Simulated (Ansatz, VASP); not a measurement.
Two plane-wave programs on AlCo3

```
CELL_PARAMETERS angstrom
3.49367 0.00000 0.00000
0.00000 3.49367 0.00000
0.00000 0.00000 3.49367
ATOMIC_POSITIONS crystal
Al 0.00000 0.00000 0.00000
Co 0.50000 0.50000 0.00000
Co 0.50000 0.00000 0.50000
Co 0.00000 0.50000 0.50000
```

Alike in both runs: task single point; functional PBEsol; k mesh 12 × 12 × 12; occupations gaussian, width 0.1 eV; collinear spin.

|  | VASP | Ansatz |
| --- | --- | --- |
| version | VASP 6.6.1 | Ansatz 0.2.0 |
| potentials or method | VASP PAW PBE potentials, release 64 (Al, Co), cutoff 520 eV | scalar-relativistic, plane waves, PAW |
| valence electrons in the cell | 30 | 54 |

Ansatz gave:

| Property | Result |
| --- | --- |
| gap on the k mesh at the Fermi level (eV) | none |
| pressure (GPa) | 6.6 |
| net moment per atom (μB) | 0.92 |
| size of the moment on the site where the two differ most (μB) | 1.27 |

What did VASP give for the same quantities?

gap on the k mesh at the Fermi level (eV): none; pressure (GPa): 2.7; net moment per atom (μB): 0.53; size of the moment on the site where the two differ most (μB): 0.72.

The net moments are unlike, so the other rows may belong to different states. VASP's potentials were made for PBE, not for PBEsol. Site moments also hang on the region over which each program counts them. A gap of «none» marks a metal or a gap that the smearing closes. VASP's potentials hold 30 valence electrons a cell and Ansatz's 54, so a difference there can come from the potentials and not from the codes.
